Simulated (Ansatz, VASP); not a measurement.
**One calculation of AlN, two programs**

Contents of INCAR:

```
ALGO = Normal ; EDIFF = 1E-6
ENCUT = 520 ; GGA = PS
ISIF = 2 ; ISMEAR = 0
LASPH = True ; LCHARG = False
LREAL = False ; LWAVE = False
NBANDS = 16 ; NELM = 80
PREC = Accurate ; SIGMA = 0.05
```

Contents of KPOINTS:

```
k-points
0
Gamma
  9 9 6
```

POSCAR

```
AlN
1.0
    3.3014407767      0.0000000000      0.0000000000
   -1.6507203884      2.8591315817      0.0000000000
    0.0000000000      0.0000000000      3.9330000000
Al N
2 2
Direct
    0.3333333333      0.6666666667      0.7500000000
    0.6666666667      0.3333333333      0.2500000000
    0.3333333333      0.6666666667      0.2500000000
    0.6666666667      0.3333333333      0.7500000000
```

Input for Ansatz:

```yaml
crystal:
  lattice:
    - [3.3014407767, 0.0, 0.0]
    - [-1.6507203884, 2.8591315817, 0.0]
    - [0.0, 0.0, 3.933]
  atoms:
    - { symbol: Al, position: [0.3333333333, 0.6666666667, 0.75] }
    - { symbol: Al, position: [0.6666666667, 0.3333333333, 0.25] }
    - { symbol: "N", position: [0.3333333333, 0.6666666667, 0.25] }
    - { symbol: "N", position: [0.6666666667, 0.3333333333, 0.75] }
basis:
  ecutwfc: 520.0
kpoints:
  mp_grid: { grid: [9, 9, 6] }
hamiltonian:
  xc: pbesol
  pseudopotentials: { kind: paw, azcp: { folder: soft_1 } }
scf:
  occupations: { method: gaussian, width: 0.05 }
output:
  forces: true
  stress: true
  eigenvalues: true
  write_density: true
  write_potential: true
  elf: true
  volumetric_format: npy
```

Alike in both runs: task single point; functional PBEsol; k mesh 9 × 9 × 6; occupations gaussian, width 0.05 eV; no spin polarisation.

```csv
,VASP,Ansatz
version,VASP 6.6.1,Ansatz 0.2.0
potentials or method,"VASP PAW PBE potentials, release 64 (Al, N), cutoff 520 eV","scalar-relativistic, plane waves, PAW"
valence electrons in the cell,16,16
```

|  | VASP | Ansatz | Ansatz less VASP |
| --- | --- | --- | --- |
| gap on the k mesh at the Fermi level (eV) | 3.81 | 3.80 | -0.013 |
| least direct gap on the mesh (eV) | 3.81 | 3.80 | -0.013 |
| pressure (GPa) | 12.1 | 12.0 | -0.08 |
| traceless stress, the component that is largest in VASP (GPa) | 8.94 | 8.82 | -0.118 |

VASP's potentials were made for PBE, not for PBEsol, and Ansatz warns of the same on its side. The functional is the same, so the differences come from potentials, cutoffs and numerics.
